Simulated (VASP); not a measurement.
Here is a VASP 6.6.1 calculation.

Contents of INCAR:

```
  PREC = Accurate
  ENCUT = 520
  EDIFF = 1E-6
  ISMEAR = -1
  SIGMA = 0.1
  LREAL = False
  LASPH = True
  NELM = 80
  ALGO = Normal
  ISIF = 2
  LWAVE = False
  LCHARG = True
  LELF = True
  LVHAR = True
  NBANDS = 12
```

The input KPOINTS:

```
regular mesh
0
Gamma
  9 9 13
```

The input POSCAR:

```
Al
1.0
    4.5782655389      0.0000000000      0.0000000000
   -2.2891327694      3.9648942619      0.0000000000
    0.0000000000      0.0000000000      2.8326437217
Al
3
Direct
    1.0000000000      1.0000000000      0.0000000000
    0.3333333333      0.6666666667      0.5000000000
    0.6666666667      0.3333333333      0.5000000000
```

Potentials or basis: VASP PAW LDA potentials, release 64 (Al).

Run with:

```console
$ cat potpaw_LDA.64/Al/POTCAR > POTCAR
$ mpirun -np 1 vasp_std > vasp.out
```

(1) What does it give for the pressure?

## Answers

(1) -2.7 GPa.
